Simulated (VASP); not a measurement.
Write the native input for VASP 6.6.1 that does the following.

| Quantity | Value |
| --- | --- |
| Task | single point |
| Functional | PBE |
| Potentials or basis | VASP PAW PBE potentials, release 64 (Zn) |
| Cutoff | 520 eV |
| k mesh | 14 × 14 × 14 |
| Occupations | gaussian, width 0.1 eV |
| Spin | no spin polarisation |
| Dipole correction | no |
| Further INCAR settings | ALGO = Fast; EDIFF = 1e-06; NBANDS = 32 |

The structure of Zn lies in POSCAR:

```
Zn
1.0
   -3.4550952387      0.0000000000      2.6025818424
    0.0000000000      3.4550952387     -2.6025818424
    0.0000000000     -3.4550952387     -2.6025818424
Zn
4
Direct
    0.5000000000      0.2500000000      0.7500000000
    0.0000000000      0.5000000000      0.5000000000
    0.5000000000      0.7500000000      0.2500000000
    0.0000000000      0.0000000000      0.0000000000
```

One way to write it, as run:

INCAR

```
SYSTEM = Zn
  PREC = Accurate
  ENCUT = 520
  EDIFF = 1E-6
  ISMEAR = 0
  SIGMA = 0.1
  LREAL = .False.
  LASPH = .True.
  NELM = 60
  ALGO = Fast
  ISIF = 2
  LWAVE = .False.
  LCHARG = .True.
  GGA = PE
  LELF = .True.
  LVHAR = .True.
  NBANDS = 32
```

KPOINTS

```
Automatic mesh
0
Gamma
  14 14 14
  0 0 0
```

Potentials or basis: VASP PAW PBE potentials, release 64 (Zn).

Run with:

```console
$ cat potpaw_PBE.64/Zn/POTCAR > POTCAR
$ mpirun -np 1 vasp_std > vasp.out
```

Results of the run:

* Pressure: 0.0 GPa
* Band gap on the k mesh: zero (bands 24 and 25 overlap by 4.46 eV)

Run time: 3.2 min on 1 thread of AMD EPYC 9R45 (Zen 5) (shared host), peak memory 0.4 GiB.
